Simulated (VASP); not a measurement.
Write the native input for VASP 6.6.1 that does the following.

```yaml
Task: single point
Functional: PBEsol
Potentials_or_basis: VASP PAW PBE potentials, release 64 (Ru_pv)
Cutoff: 520 eV
k_mesh: 15 × 15 × 16
Occupations: gaussian, width 0.1 eV
Spin: no spin polarisation
Dipole_correction: no
Further_INCAR_settings: ALGO = Fast; EDIFF = 1e-06; NBANDS = 13
```

The structure of Ru lies in POSCAR:

```
Ru
1.0
    2.7439667434     -0.0000000002      0.0000423147
   -1.3719833719      2.3763449072      0.0000000000
    1.3720157711      0.7921336748      2.1492942347
Ru
1
Direct
    0.0000000000      0.0000000000      0.0000000000
```

These files were run (other wordings do the same):

INCAR

```
SYSTEM = Ru
  PREC = Accurate
  ENCUT = 520
  EDIFF = 1E-6
  ISMEAR = 0
  SIGMA = 0.1
  LREAL = .False.
  LASPH = .True.
  NELM = 60
  ALGO = Fast
  ISIF = 2
  LWAVE = .False.
  LCHARG = .False.
  GGA = PS
  NBANDS = 13
```

KPOINTS

```
Automatic mesh
0
Gamma
  15 15 16
  0 0 0
```

Potentials or basis: VASP PAW PBE potentials, release 64 (Ru_pv).

Launch:

```console
$ cat potpaw_PBE.64/Ru_pv/POTCAR > POTCAR
$ mpirun -np 1 vasp_std > vasp.out
```

It gave:

| Item | Value |
| --- | --- |
| Pressure | -13.7 GPa |
| Band gap on the k mesh | zero (band 7 reaches 14.10 eV, above the bottom of band 8 at 10.89 eV) |

Caveat: the PAW data sets were made with another functional, which shifts forces and pressure a little.

Run time: 84 s on 1 thread of Intel Xeon 6975P-C, with other jobs on the host, peak memory 0.27 GiB.
